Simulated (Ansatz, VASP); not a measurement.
# Two plane-wave programs on EuZn3

The input INCAR:

```
SYSTEM = EuZn3
  ALGO = Normal
  EDIFF = 1E-6
  ENCUT = 520
  GGA = PS
  ISIF = 2
  ISMEAR = 0
  ISPIN = 2
  LASPH = .TRUE.
  LCHARG = .FALSE.
  LMAXMIX = 6
  LORBIT = 11
  LREAL = .FALSE.
  LWAVE = .FALSE.
  MAGMOM = 7.4 0 0 0
  NBANDS = 38
  NELM = 150
  PREC = Accurate
  SIGMA = 0.05
```

The input KPOINTS:

```
k-points
0
G
  8 8 8
  0 0 0
```

POSCAR

```
EuZn3
1.0
    4.2426585914      0.0000000000      0.0000000000
    0.0000000000      4.2426585914      0.0000000000
    0.0000000000      0.0000000000      4.2426585914
Eu Zn
1 3
Direct
    0.0000000000      0.0000000000      0.0000000000
    0.0000000000      0.5000000000      0.5000000000
    0.5000000000      0.5000000000      0.0000000000
    0.5000000000      0.0000000000      0.5000000000
```

Input for Ansatz:

```yaml
crystal:
  lattice:
    - [4.2426585914, 0.0, 0.0]
    - [0.0, 4.2426585914, 0.0]
    - [0.0, 0.0, 4.2426585914]
  atoms:
    - { symbol: Eu, position: [0.0, 0.0, 0.0], spin: 7.4 }
    - { symbol: Zn, position: [0.0, 0.5, 0.5] }
    - { symbol: Zn, position: [0.5, 0.5, 0.0] }
    - { symbol: Zn, position: [0.5, 0.0, 0.5] }
basis:
  ecutwfc: 420
  ecutrho_ratio: 4
kpoints:
  mp_grid: { grid: [8, 8, 8] }
hamiltonian:
  xc: pbesol
scf:
  occupations: { method: gaussian, width: 0.05 }
output:
  forces: true
  stress: true
  eigenvalues: true
  populations: true
magnetization:
  spin_polarized: true
```

Alike in both runs: task single point; functional PBEsol; k mesh 8 × 8 × 8; occupations gaussian, width 0.05 eV; collinear spin.

|  | VASP | Ansatz |
| --- | --- | --- |
| version | VASP 6.6.1 | Ansatz 0.2.0 |
| potentials or method | VASP PAW PBE potentials, release 64 (Eu, Zn), cutoff 520 eV | scalar-relativistic, plane waves, PAW |
| valence electrons in the cell | 53 | 53 |

```csv
,VASP,Ansatz,Ansatz less VASP
gap on the k mesh at the Fermi level (eV),none,none,-
pressure (GPa),2.4,2.3,-0.08
net moment per atom (μB),1.88,1.88,+0.002
size of the moment on the site where the two differ most (μB),6.58,6.72,+0.136
```

VASP's potentials were made for PBE, not for PBEsol. Site moments also hang on the region over which each program counts them. A gap of «none» marks a metal or a gap that the smearing closes. The functional is the same, so the differences come from potentials, cutoffs and numerics. Ansatz's warnings: given moment on shells.

Neither program's run includes spin-orbit coupling.
